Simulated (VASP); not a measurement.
Wanted: the native input for a VASP 6.6.1 run.

| Property | Result |
| --- | --- |
| Task | single point |
| Functional | PBEsol |
| Potentials or basis | VASP PAW PBE potentials, release 64 (Ta_pv, N) |
| Cutoff | 520 eV |
| k mesh | 5 × 5 × 7 |
| Occupations | methfessel-paxton, width 0.025 eV |
| Spin | no spin polarisation |
| Dipole correction | no |
| Further INCAR settings | ALGO = Normal; EDIFF = 1e-07; NBANDS = 33 |

The structure of TaN lies in POSCAR:

```
TaN
1.0
    5.1960000000      0.0000000000      0.0000000000
   -2.5980000000      4.4998700000      0.0000000000
    0.0000000000      0.0000000000      2.9110000000
Ta N
3 3
Direct
    0.3333333333      0.6666666667      0.5000000000
    0.6666666667      0.3333333333      0.5000000000
    0.0000000000      0.0000000000      0.0000000000
    0.3928500000      0.0000000000      0.0000000000
    0.6071500000      0.6071500000      0.0000000000
    0.0000000000      0.3928500000      0.0000000000
```

One way to write it, as run:

INCAR

```
SYSTEM = TaN
  PREC = Accurate
  ENCUT = 520
  EDIFF = 1E-7
  ISMEAR = 1
  SIGMA = 0.025
  LREAL = .FALSE.
  LASPH = .TRUE.
  NELM = 60
  ALGO = Normal
  ISIF = 2
  LWAVE = .FALSE.
  LCHARG = .TRUE.
  GGA = PS
  LELF = .TRUE.
  LVHAR = .TRUE.
  NBANDS = 33
```

KPOINTS

```
regular mesh
0
G
  5 5 7
  0 0 0
```

Potentials or basis: VASP PAW PBE potentials, release 64 (Ta_pv, N).

Command:

```bash
$ cat potpaw_PBE.64/Ta_pv/POTCAR potpaw_PBE.64/N/POTCAR > POTCAR
$ mpirun -np 1 vasp_std > vasp.out
```

Results of the run:

```
Pressure               : -3.0 GPa
Largest force          : 0.023 eV/Å
Band gap on the k mesh : zero (band 24 reaches 9.78 eV, above the bottom of band 25 at 7.15 eV)
```

Caveat: the PAW data sets were made with another functional, which shifts forces and pressure a little; spin-orbit coupling is left out, which moves the levels of the heavy elements.

Wall time 39 s on 1 thread of Intel(R) Xeon(R) Platinum 8259CL CPU @ 2.50GHz (Skylake/Cascade Lake) (shared host), peak memory 0.2 GiB.
